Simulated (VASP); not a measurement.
A run of VASP 6.6.1:

The input INCAR:

```
  PREC = Accurate
  ENCUT = 520
  EDIFF = 1E-6
  ISMEAR = -1
  SIGMA = 0.05
  LREAL = F
  LASPH = T
  NELM = 60
  ALGO = Normal
  ISIF = 2
  LWAVE = F
  LCHARG = T
  GGA = PE
  LELF = T
  LVHAR = T
  NBANDS = 20
```

KPOINTS

```
regular mesh
0
Gamma
  9 9 9
```

The input POSCAR:

```
CdF2
1.0
    0.0000000000      2.6975017773      2.6975017773
    2.6975017773      0.0000000000      2.6975017773
    2.6975017773      2.6975017773      0.0000000000
Cd F
1 2
Direct
    0.0000000000      0.0000000000      0.0000000000
    0.7500000000      0.7500000000      0.7500000000
    0.2500000000      0.2500000000      0.2500000000
```

Potentials or basis: VASP PAW PBE potentials, release 64 (Cd, F).

Command:

```console
$ cat potpaw_PBE.64/Cd/POTCAR potpaw_PBE.64/F/POTCAR > POTCAR
$ mpirun -np 1 vasp_std > vasp.out
```

Hardware: 1 thread of Intel(R) Xeon(R) 6975P-C (Granite Rapids) (shared host).

Q: How long does it take, and how much memory?

A: It took 13 s on 1 thread of Intel(R) Xeon(R) 6975P-C (Granite Rapids), with other jobs on the host, peak memory 0.16 GiB. Counts: scf iterations 14, k points 35.
